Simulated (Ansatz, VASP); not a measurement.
Given: the input of a run of Ansatz 0.2.0 on BaS.

The input input.yaml:

```yaml
crystal:
  lattice:
    - [0.0, 3.19375, 3.19375]
    - [3.19375, 0.0, 3.19375]
    - [3.19375, 3.19375, 0.0]
  atoms:
    - { symbol: Ba, position: [0.0, 0.0, 0.0] }
    - { symbol: S, position: [0.5, 0.5, 0.5] }
kpoints:
  mp_grid: { grid: [7, 7, 7] }
scf:
  occupations: { method: gaussian, width: 0.017 }
hamiltonian:
  xc: pbe
  pseudopotentials: { kind: all_electron, lapw: { basis_error: 0.001 } }
output:
  forces: true
  stress: true
  eigenvalues: true
```

Potentials or basis: all-electron LAPW, scalar-relativistic.

Launch:

```sh
$ ansatz run input.yaml --threads 1 --pin off --max-ram 3072MiB --backend cpu --events-out ev --progress --plain --runs-dir out
```

Task: Set up the same calculation for VASP 6.6.1. Potentials there: VASP PAW PBE potentials, release 64 (Ba_sv, S).

Result: As run (the cutoff follows the program's own potentials):

The input INCAR:

```
SYSTEM = BaS
PREC = Accurate ; ENCUT = 520
EDIFF = 1E-6 ; ISMEAR = 0
SIGMA = 0.017 ; LREAL = .FALSE.
LASPH = .TRUE. ; NELM = 100
ALGO = Normal ; ISIF = 2
LWAVE = .FALSE. ; LCHARG = .TRUE.
GGA = PE ; LELF = .TRUE.
LVHAR = .TRUE. ; NBANDS = 15
```

KPOINTS

```
Automatic mesh
0
G
  7 7 7
  0 0 0
```

The input POSCAR:

```
BaS
1.0
    0.0000000000      3.1937500000      3.1937500000
    3.1937500000      0.0000000000      3.1937500000
    3.1937500000      3.1937500000      0.0000000000
Ba S
1 1
Direct
    0.0000000000      0.0000000000      0.0000000000
    0.5000000000      0.5000000000      0.5000000000
```

Potentials or basis: VASP PAW PBE potentials, release 64 (Ba_sv, S).

Run with:

```console
$ cat potpaw_PBE.64/Ba_sv/POTCAR potpaw_PBE.64/S/POTCAR > POTCAR
$ mpirun -np 1 vasp_std > vasp.out
```

Both were run:

|  | VASP | Ansatz | Ansatz less VASP |
| --- | --- | --- | --- |
| gap on the k mesh at the Fermi level (eV) | 2.17 | 2.26 | +0.098 |
| least direct gap on the mesh (eV) | 2.31 | 2.38 | +0.066 |
| pressure (GPa) | 1.4 | 0.8 | -0.59 |

Ansatz ran all-electron here, and VASP with PAW potentials.

Neither program's run includes spin-orbit coupling.
